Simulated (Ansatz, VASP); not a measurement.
# MgO in VASP and in Ansatz

```
Mg O
1.0
     0.00000    2.30938    2.30938
     2.30938    0.00000    2.30938
     2.30938    2.30938    0.00000
Mg O
1 1
Direct
  0.00000 0.00000 0.00000
  0.25000 0.25000 0.25000
```

Alike in both runs: functional PBE; k mesh 8 × 8 × 8; occupations gaussian, width 0.1 eV; no spin polarisation.

Ansatz relaxed the structure, and its values are those at the end. VASP's run is a single point on that final structure, the one shown.

```csv
,VASP,Ansatz
version,VASP 6.6.1,Ansatz 0.2.0
potentials or method,"VASP PAW PBE potentials, release 64 (Mg, O), cutoff 600 eV","scalar-relativistic, plane waves, PAW"
valence electrons in the cell,8,16
```

Ansatz gave:

```
gap on the k mesh at the Fermi level (eV) : 3.46
least direct gap on the mesh (eV)         : 3.46
pressure (GPa)                            : -0.5
```

Task: Estimate VASP's values.

Result: gap on the k mesh at the Fermi level (eV): 3.44; least direct gap on the mesh (eV): 3.44; pressure (GPa): -1.0.

VASP's potentials hold 8 valence electrons a cell and Ansatz's 16, so a difference there can come from the potentials and not from the codes.
